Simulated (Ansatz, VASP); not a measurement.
# One calculation of HfN, two programs

```
Hf N
1.0
     0.00000    2.27390    2.27390
     2.27390    0.00000    2.27390
     2.27390    2.27390    0.00000
Hf N
1 1
Direct
  0.99994 0.00004 0.99991
  0.50006 0.49996 0.50009
```

Alike in both runs: task single point; functional revPBE; k mesh 12 × 12 × 12; occupations gaussian, width 0.15 eV; no spin polarisation.

|  | VASP | Ansatz |
| --- | --- | --- |
| version | VASP 6.6.1 | Ansatz 0.2.0 |
| potentials or method | VASP PAW PBE potentials, release 64 (Hf_pv, N) | scalar-relativistic, plane waves, PAW |
| plane-wave cutoff (eV) | 600 | 870 |
| valence electrons in the cell | 15 | 31 |

|  | VASP | Ansatz | Ansatz less VASP |
| --- | --- | --- | --- |
| gap on the k mesh at the Fermi level (eV) | none | none | - |
| pressure (GPa) | 0.8 | 3.3 | +2.57 |
| rms of the force components (eV/Å) | 0.005 | 0.005 | 0.0000 |

VASP's potentials were made for PBE, not for revPBE. Atom by atom the forces differ by 0.000 eV/Å (rms over components). A gap of «none» marks a metal or a gap that the smearing closes. VASP's potentials hold 15 valence electrons a cell and Ansatz's 31, so a difference there can come from the potentials and not from the codes.

Neither program's run includes spin-orbit coupling.
